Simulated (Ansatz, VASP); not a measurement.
PbSe in VASP and in Ansatz

INCAR

```
  PREC = Accurate
  ENCUT = 520
  EDIFF = 1E-6
  ISMEAR = -1
  SIGMA = 0.02
  LREAL = F
  LASPH = T
  NELM = 60
  ALGO = Normal
  ISIF = 2
  LWAVE = F
  LCHARG = T
  GGA = PE
  LELF = T
  LVHAR = T
  NBANDS = 17
```

Contents of KPOINTS:

```
Automatic mesh
0
Gamma
  6 6 6
```

File POSCAR:

```
PbSe
1.0
    0.0000000000      3.4232041400      3.3698021555
    3.4232041400      0.0000000000      3.3698021555
    3.4232041400      3.4232041400      0.0000000000
Pb Se
1 1
Direct
    0.0000000000      0.0000000000      0.0000000000
    0.2500000000      0.2500000000      0.2500000000
```

Input for Ansatz:

```yaml
crystal:
  lattice:
    - [0.0, 3.42320414, 3.3698021555]
    - [3.42320414, 0.0, 3.3698021555]
    - [3.42320414, 3.42320414, 0.0]
  atoms:
    - { symbol: Pb, position: [0.0, 0.0, 0.0] }
    - { symbol: Se, position: [0.25, 0.25, 0.25] }
kpoints:
  mp_grid: { grid: [6, 6, 6] }
  band_path:
    path:
      - [0.0, 0.0, 0.0]
      - [-0.5, -0.5, 0.0]
      - [-0.375, -0.375, 0.25]
      - [-0.375, 0.0, 0.375]
      - [0.0, 0.0, 0.5]
      - [-0.5, -0.25, 0.25]
      - [0.25, -0.25, -0.5]
    npoints: 1
hamiltonian:
  xc: pbe
scf:
  occupations: { method: fermi_dirac, width: 0.02 }
  n_extra_bands: 4
output:
  forces: true
  stress: true
  eigenvalues: true
```

Change from the starting cell: uniaxial_z strain -1.6%.

Alike in both runs: task single point; functional PBE; k mesh 6 × 6 × 6; occupations fermi-dirac, width 0.02 eV; no spin polarisation.

|  | VASP | Ansatz |
| --- | --- | --- |
| version | VASP 6.6.1 | Ansatz 0.2.0 |
| potentials or method | VASP PAW PBE potentials, release 64 (Pb_d, Se) | plane waves, PAW |
| plane-wave cutoff (eV) | 520 | 420 |
| valence electrons in the cell | 20 | 30 |

```csv
,VASP,Ansatz,Ansatz less VASP
pressure (GPa),1.3,1.3,+0.01
```

VASP's potentials hold 20 valence electrons a cell and Ansatz's 30, so a difference there can come from the potentials and not from the codes.

Spin-orbit coupling is off throughout.
